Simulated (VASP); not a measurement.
Set up this calculation in VASP 6.6.1, as the native input.

```
Task                   : single point
Functional             : PBEsol
Potentials or basis    : VASP PAW PBE potentials, release 64 (Co, Si)
Cutoff                 : 520 eV
k mesh                 : 10 × 10 × 8
Occupations            : gaussian, width 0.1 eV
Spin                   : no spin polarisation
Dipole correction      : no
Further INCAR settings : ALGO = Normal; EDIFF = 1e-06; NBANDS = 26
```

The structure of CoSi2 lies in POSCAR:

```
CoSi2
1.0
    2.7757853894      2.7757853894      0.0000000000
   -2.7757853894      2.7757853894      0.0000000000
    0.0000000000      0.0000000000      5.1690702084
Co Si
2 4
Direct
    0.0000000000      0.0000000000      0.0000000000
    0.5000000000      0.5000000000      0.5000000000
    0.0000000000      0.5000000000      0.7500000000
    0.5000000000      0.0000000000      0.7500000000
    0.5000000000      0.0000000000      0.2500000000
    0.0000000000      0.5000000000      0.2500000000
```

This cell differs from its parent crystal: biaxial strain in the a-b plane: +4.5 %.

These files were run (other wordings do the same):

INCAR

```
SYSTEM = CoSi2
PREC     = Accurate       ! precision mode
ENCUT    = 520            ! plane-wave cutoff, eV
EDIFF    = 1E-6           ! SCF threshold, eV
ISMEAR   = 0              ! smearing method
SIGMA    = 0.1            ! smearing width, eV
LREAL    = .FALSE.        ! projectors in reciprocal space
LASPH    = .TRUE.         ! aspherical terms in the spheres
NELM     = 100            ! most SCF steps
ALGO     = Normal         ! electronic algorithm
ISIF     = 2              ! what is computed and relaxed
LWAVE    = .FALSE.        ! write WAVECAR
LCHARG   = .FALSE.        ! write CHGCAR
GGA      = PS             ! functional
NBANDS   = 26             ! bands
```

KPOINTS

```
Automatic mesh
0
G
  10 10 8
  0 0 0
```

Potentials or basis: VASP PAW PBE potentials, release 64 (Co, Si).

The run is started by

```bash
$ cat potpaw_PBE.64/Co/POTCAR potpaw_PBE.64/Si/POTCAR > POTCAR
$ mpirun -np 1 vasp_std > vasp.out
```

It gave:

```json
{"Pressure": "-10.0 GPa", "Band gap on the k mesh": "zero (band 17 reaches 10.80 eV, above the bottom of band 18 at 8.31 eV)"}
```

Caveat: the cell differs from its parent crystal (biaxial strain in the a-b plane: +4.5 %); the PAW data sets were made with another functional, which shifts forces and pressure a little.

It took 5.1 min on 1 thread of AMD EPYC 7R13, with other jobs on the host, peak memory 0.27 GiB.
